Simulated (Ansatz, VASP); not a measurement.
# One calculation of Ir, two programs

```
Ir
1.0
     0.00000    1.90648    1.90648
     1.90648    0.00000    1.90648
     1.90648    1.90648    0.00000
Ir
1
Direct
  0.00000 0.00000 0.00000
```

Alike in both runs: functional LDA; k mesh 26 × 26 × 26; occupations fermi-dirac, width 0.15 eV; no spin polarisation.

Ansatz relaxed the structure, and its values are those at the end. VASP's run is a single point on that final structure, the one shown.

|  | VASP | Ansatz |
| --- | --- | --- |
| version | VASP 6.6.1 | Ansatz 0.2.0 |
| potentials or method | VASP PAW LDA potentials, release 64 (Ir), cutoff 520 eV | scalar-relativistic, plane waves, PAW |
| valence electrons in the cell | 9 | 17 |

```tsv
	VASP	Ansatz	Ansatz less VASP
gap on the k mesh at the Fermi level (eV)	none	none	-
pressure (GPa)	2.6	0.0	-2.63
```

Ansatz warns that its potentials were made for another functional, while VASP's fit it. LDA's correlation is that of Perdew and Zunger in VASP and of Perdew and Wang (1992) in Ansatz. A gap of «none» marks a metal or a gap that the smearing closes. VASP's potentials hold 9 valence electrons a cell and Ansatz's 17, so a difference there can come from the potentials and not from the codes.

Neither program's run includes spin-orbit coupling.
